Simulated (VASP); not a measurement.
# Ge4S in VASP: single point with PBE

Aim: the single point of Ge4S with PBE.

Everything below comes from runs of VASP 6.6.1. Logs are shortened: lines on timing, memory, paths and dates and some standing lists are left out, and cuts for length are marked.

**1. The cell of the first run**

The cell holds a slab with vacuum, 5 atoms: a = 4.074 Å, b = 4.074 Å, c = 19.856 Å, α = 90.00°, β = 90.00°, γ = 90.00°.

**2. Single point, PBE**

Contents of INCAR:

```
ALGO = Normal
DIPOL = 0.5 0.5 0.338
EDIFF = 1E-7
ENCUT = 520
GGA = PE
IDIPOL = 3
ISIF = 2
ISMEAR = 0
LASPH = True
LCHARG = False
LDIPOL = True
LREAL = False
LWAVE = False
NBANDS = 39
NELM = 100
PREC = Accurate
SIGMA = 0.1
```

Contents of KPOINTS:

```
k-points
0
Gamma
  7 7 1
```

Contents of POSCAR:

```
Ge4S
1.0
    4.0740542171      0.0000000000      0.0000000000
    0.0000000000      4.0740542171      0.0000000000
    0.0000000000      0.0000000000     19.8557569412
Ge S
4 1
Direct
    0.0000000000      0.5000000000      0.2014529092
    0.0000000000      0.0000000000      0.2739958843
    0.5000000000      0.0000000000      0.3493666172
    0.5000000000      0.5000000000      0.4208228861
    1.0000000000      1.0000000000      0.4424352639
```

Potentials or basis: VASP PAW PBE potentials, release 64 (Ge_d, S).

Run with:

```bash
cat potpaw_PBE.64/Ge_d/POTCAR potpaw_PBE.64/S/POTCAR > POTCAR
mpirun -np 1 vasp_std > vasp.out
```

OUTCAR:

```text
EDIFF = 1E-7
   ENCUT = 520
   GGA = PE
   ISIF = 2
   ISMEAR = 0
   LASPH = True
   LREAL = False
   NELM = 100
   PREC = Accurate

 ion  position               nearest neighbor table
   1  0.000  0.500  0.201-   2 2.49   2 2.49
   2  0.000  0.000  0.274-   1 2.49   1 2.49   3 2.53   3 2.53
   3  0.500  0.000  0.349-   4 2.48   4 2.48   2 2.53   2 2.53   5 2.75   5 2.75
   4  0.500  0.500  0.421-   3 2.48   3 2.48
   5  0.000  0.000  0.442-   3 2.75   3 2.75

  LATTYP: Found a simple tetragonal cell.
 ALAT       =     4.0740542171
 C/A-ratio  =     4.8737095490

  Lattice vectors:

 A1 = (   4.0740542171,   0.0000000000,   0.0000000000)
 A2 = (   0.0000000000,   4.0740542171,   0.0000000000)
 A3 = (   0.0000000000,   0.0000000000,  19.8557569412)

Analysis of symmetry for initial positions (statically):
=====================================================================
 Subroutine PRICEL returns:
 Original cell was already a primitive cell.

 Routine SETGRP: Setting up the symmetry group for a
 simple tetragonal supercell.

 Subroutine GETGRP returns: Found  4 space group operations
 (whereof  4 operations were pure point group operations)
 out of a pool of 16 trial point group operations.

The static configuration has the point symmetry C_2v.

Analysis of symmetry for dynamics (positions and initial velocities):
=====================================================================
 Subroutine PRICEL returns:
 Original cell was already a primitive cell.

 Routine SETGRP: Setting up the symmetry group for a
 simple tetragonal supercell.

 Subroutine GETGRP returns: Found  4 space group operations
 (whereof  4 operations were pure point group operations)
 out of a pool of 16 trial point group operations.

The dynamic configuration has the point symmetry C_2v.

 Subroutine INISYM returns: Found  4 space group operations
 (whereof  4 operations are pure point group operations),
 and found     1 'primitive' translations

----------------------------------------------------------------------------------------

                                     Primitive cell

  volume of cell :     329.5642

  direct lattice vectors                    reciprocal lattice vectors
     4.074054217  0.000000000  0.000000000     0.245455742  0.000000000  0.000000000
     0.000000000  4.074054217  0.000000000     0.000000000  0.245455742  0.000000000
     0.000000000  0.000000000 19.855756941     0.000000000  0.000000000  0.050363227

  length of vectors
     4.074054217  4.074054217 19.855756941     0.245455742  0.245455742  0.050363227

  position of ions in fractional coordinates (direct lattice)
     0.000000000  0.500000000  0.201452909
     0.000000000  0.000000000  0.273995884
     0.500000000  0.000000000  0.349366617
     0.500000000  0.500000000  0.420822886
     0.000000000  0.000000000  0.442435264

  ion indices of the primitive-cell ions
   primitive index   ion index
                 1           1
                 2           2
                 3           3
                 4           4
                 5           5

----------------------------------------------------------------------------------------

 KPOINTS: k-points

Automatic generation of k-mesh.
 Grid dimensions read from file:
 generate k-points for:    7    7    1

 Generating k-lattice:

  Cartesian coordinates                     Fractional coordinates (reciprocal lattice)
     0.035065106  0.000000000  0.000000000     0.142857143  0.000000000  0.000000000
     0.000000000  0.035065106  0.000000000     0.000000000  0.142857143  0.000000000
     0.000000000  0.000000000  0.050363227     0.000000000  0.000000000  1.000000000

  Length of vectors
     0.035065106  0.035065106  0.050363227

  Shift w.r.t. Gamma in fractional coordinates (k-lattice)
     0.000000000  0.000000000  0.000000000

 Subroutine IBZKPT returns following result:
 ===========================================

 Found     16 irreducible k-points:

 Following reciprocal coordinates:
            Coordinates               Weight
  0.000000  0.000000  0.000000      1.000000
  0.142857  0.000000  0.000000      2.000000
  0.000000  0.142857  0.000000      2.000000
  0.285714  0.000000  0.000000      2.000000
  0.000000  0.285714  0.000000      2.000000
  0.428571  0.000000  0.000000      2.000000
[... 8 lines left out ...]
 -0.285714  0.428571  0.000000      4.000000
  0.428571  0.428571  0.000000      4.000000
   k-points           NKPTS =     16   k-points in BZ     NKDIM =     16   number of bands    NBANDS=     39
   number of dos      NEDOS =    301   number of ions     NIONS =      5
   total plane-waves  NPLWV = 135000
   dimension x,y,z NGX =    30 NGY =   30 NGZ =  150
   dimension x,y,z NGXF=    60 NGYF=   60 NGZF=  300
   ions per type =               4   1
   NGX,Y,Z   is equivalent  to a cutoff of  12.24, 12.24, 12.56 a.u.
   NGXF,Y,Z  is equivalent  to a cutoff of  24.48, 24.48, 25.12 a.u.
 SYSTEM =  unknown system
   PREC   = accura    normal or accurate (medium, high low for compatibility)
   ISTART =      0    job   : 0-new  1-cont  2-samecut
   ICHARG =      2    charge: 1-file 2-atom 10-const
   ISPIN  =      1    spin polarized calculation?
   LNONCOLLINEAR =      F non collinear calculations
   LSORBIT =      F    spin-orbit coupling
   LASPH  =      T    aspherical Exc in radial PAW
   ENCUT  =  520.0 eV  38.22 Ry    6.18 a.u.   7.58  7.58 36.92*2*pi/ulx,y,z
   NELM   =    100;   NELMIN=  2; NELMDL= -5     # of ELM steps
   EDIFF  = 0.1E-06   stopping-criterion for ELM
   LREAL  =      F    real-space projection
   EDIFFG = 0.1E-05   stopping-criterion for IOM
   NSW    =      0    number of steps for IOM
   IBRION =     -1    ionic relax: 0-MD 1-quasi-New 2-CG
   NFREE  =      0    steps in history (QN), initial steepest desc. (CG)
   ISIF   =      2    stress and relaxation
   ISYM   =      2    0-nonsym 1-usesym 2-fastsym
   POTIM  = 0.5000    time-step for ionic-motion
   TEBEG  =    0.0;   TEEND  =   0.0 temperature during run
   PSTRESS=    0.0 pullay stress
   NELECT =      62.0000    total number of electrons
   NUPDOWN=      -1.0000    fix difference up-down
   EMIN   =  10.00;   EMAX   =-10.00  energy-range for DOS
   EFERMI =   0.00;   METHOD = LEGACY
   ISMEAR =     0;   SIGMA  =   0.10  broadening in eV -4-tet -1-fermi 0-gaus
   EFERMI_NEDOS =   21; number of points for ismear=-14 and -15
   IALGO  =     38    algorithm
   IMIX   =      4    mixing-type and parameters
     AMIX     =   0.40;   BMIX     =  1.00
     AMIX_MAG =   1.60;   BMIX_MAG =  1.00
  volume/ion in A,a.u.               =      65.91       444.80
  Fermi-wavevector in a.u.,A,eV,Ry     =   0.938049  1.772655 11.972247  0.879935
  Thomas-Fermi vector in A             =   2.065221
   LORBIT       =      0    0 simple, 1 ext, 2 COOP (PROOUT), +10 PAW based schemes
   GGA     = PE    functional components
   LHFCALC =     F    Hartree Fock is set to
   AEXX    =    0.0000 exact exchange contribution
   IVDW    =     0    specifies the selected vdW correction
   LEPSILON=     F    determine dielectric tensor
   LRPA    =     F    only Hartree local field effects (RPA)
 non-spin polarized calculation
 Gauss-broadening in eV      SIGMA  =   0.10
  energy-cutoff  :      520.00
  volume of cell :      329.56
 maximum number of plane-waves:      8917
   NGX = 15   NGY = 15   NGZ = 73

 dipolmoment           0.000000      0.000000     -0.041223 electrons x Angstroem

 number of electron      61.9999941 magnetization

 dipolmoment           0.000000      0.000000      0.090711 electrons x Angstroem

 Free energy of the ion-electron system (eV)
  ---------------------------------------------------
  ext. energy  EPLUGINS =         0.00000000
  ---------------------------------------------------
  free energy    TOTEN  =       -19.43008372 eV

  energy without entropy =      -19.42089935  energy(sigma->0) =      -19.42549153

 E-fermi :  -1.7435     XC(G=0):  -4.1016

 val. band max:       -1.7728946668   @ k =  -0.1429   0.4286   0.0000
 cond. band min:      -1.6364804133   @ k =  -0.2857   0.4286   0.0000
 fundamental gap:      0.1364142534
 Fermi energy:        -1.7434902447

 k-point     1 :       0.0000    0.0000    0.0000
  band No.  band energies     occupation
      1     -26.4393      2.00000
      2     -26.4209      2.00000
      3     -26.4009      2.00000
      4     -26.3748      2.00000
      5     -26.3496      2.00000
      6     -26.2985      2.00000
[... 31 lines left out ...]
     38       2.5543      0.00000
     39       2.9224      0.00000

 k-point     2 :       0.1429    0.0000    0.0000
  band No.  band energies     occupation
      1     -26.4388      2.00000
      2     -26.4210      2.00000
      3     -26.4012      2.00000
      4     -26.3750      2.00000
      5     -26.3492      2.00000
      6     -26.2971      2.00000
[... 31 lines left out ...]
     38       2.7178      0.00000
     39       2.7489      0.00000

 k-point     3 :       0.0000    0.1429    0.0000
  band No.  band energies     occupation
      1     -26.4456      2.00000
      2     -26.4163      2.00000
      3     -26.4022      2.00000
      4     -26.3757      2.00000
      5     -26.3416      2.00000
      6     -26.2963      2.00000
[... 31 lines left out ...]
     38       2.2199      0.00000
     39       2.9776      0.00000

 k-point     4 :       0.2857    0.0000    0.0000
  band No.  band energies     occupation
      1     -26.4376      2.00000
      2     -26.4211      2.00000
      3     -26.4020      2.00000
      4     -26.3753      2.00000
      5     -26.3481      2.00000
      6     -26.2926      2.00000
[... 31 lines left out ...]
     38       3.0859      0.00000
     39       3.5211      0.00000
[... 418 lines left out ...]
     38       3.3371      0.00000
     39       4.3281      0.00000

 k-point    15 :      -0.2857    0.4286    0.0000
  band No.  band energies     occupation
      1     -26.4558      2.00000
      2     -26.4085      2.00000
      3     -26.4001      2.00000
      4     -26.3801      2.00000
      5     -26.3308      2.00000
      6     -26.2829      2.00000
[... 31 lines left out ...]
     38       3.3287      0.00000
     39       4.2572      0.00000

 k-point    16 :       0.4286    0.4286    0.0000
  band No.  band energies     occupation
      1     -26.4551      2.00000
      2     -26.4091      2.00000
      3     -26.4006      2.00000
      4     -26.3805      2.00000
      5     -26.3304      2.00000
      6     -26.2757      2.00000
[... 31 lines left out ...]
     38       3.6434      0.00000
     39       4.4335      0.00000

------------------------ aborting loop because EDIFF is reached ----------------------------------------

 vacuum level on the upper side and lower side of the slab       (xc-potential included)         0.475        -0.488

  FORCE on cell =-STRESS in cart. coord.  units (eV):
  Direction    XX          YY          ZZ          XY          YZ          ZX
  --------------------------------------------------------------------------------------
  -------------------------------------------------------------------------------------
  Total       -0.5667509     -1.1816040      1.3687175      0.0000000      0.0000000      0.0000000
  in kB       -2.7552611     -5.7443709      6.6540239      0.0000000      0.0000000      0.0000000
  external PRESSURE =      -0.6152027 kB  Pullay stress =       0.0000000 kB

 VOLUME and BASIS-vectors are now :
 -----------------------------------------------------------------------------
  energy-cutoff  :      520.00
  volume of cell :      329.56
      direct lattice vectors                 reciprocal lattice vectors
     4.074054217  0.000000000  0.000000000     0.245455742  0.000000000  0.000000000
     0.000000000  4.074054217  0.000000000     0.000000000  0.245455742  0.000000000
     0.000000000  0.000000000 19.855756941     0.000000000  0.000000000  0.050363227

 POSITION                                       TOTAL-FORCE (eV/Angst)
 -----------------------------------------------------------------------------------
      0.00000      2.03703      4.00000         0.000000      0.000000      0.522025
      0.00000      0.00000      5.44040         0.000000      0.000000     -0.858718
      2.03703      0.00000      6.93694         0.000000      0.000000     -0.827071
      2.03703      2.03703      8.35576         0.000000      0.000000      1.165474
      0.00000      0.00000      8.78489         0.000000      0.000000     -0.001710
 -----------------------------------------------------------------------------------
    total drift:                                0.000000     -0.000000      0.003440

  FREE ENERGIE OF THE ION-ELECTRON SYSTEM (eV)
  ---------------------------------------------------
  free  energy   TOTEN  =       -19.4300837184 eV

  energy  without entropy=      -19.4208993477  energy(sigma->0) =      -19.42549153

 vacuum level on the upper side and lower side of the slab         3.690         2.701
```

It took 5.5 min on 1 thread of Intel Xeon Platinum 8259CL at 2.50GHz (Skylake/Cascade Lake), shared host; peak memory 0.45 GiB.

Results:

| Quantity | Value |
| --- | --- |
| Free energy | -19.4301 eV |
| Largest force | 1.165 eV/Å |
| Band gap on the k mesh | zero (band 31 reaches -1.11 eV, above the bottom of band 32 at -2.10 eV) |

Forces on the atoms (eV/Å):
```
Ge   0.000  0.000  0.522
Ge   0.000  0.000 -0.859
Ge   0.000  0.000 -0.827
Ge   0.000  0.000  1.165
S    0.000  0.000 -0.002
```

Levels at points of the mesh, in eV from the Fermi level:
```
           k point  band 28  band 29  band 30  band 31  band 32  band 33  band 34  band 35
(0.00, 0.00, 0.00)    -1.48    -1.25    -0.89     0.63     0.80     1.37     2.09     2.12
```
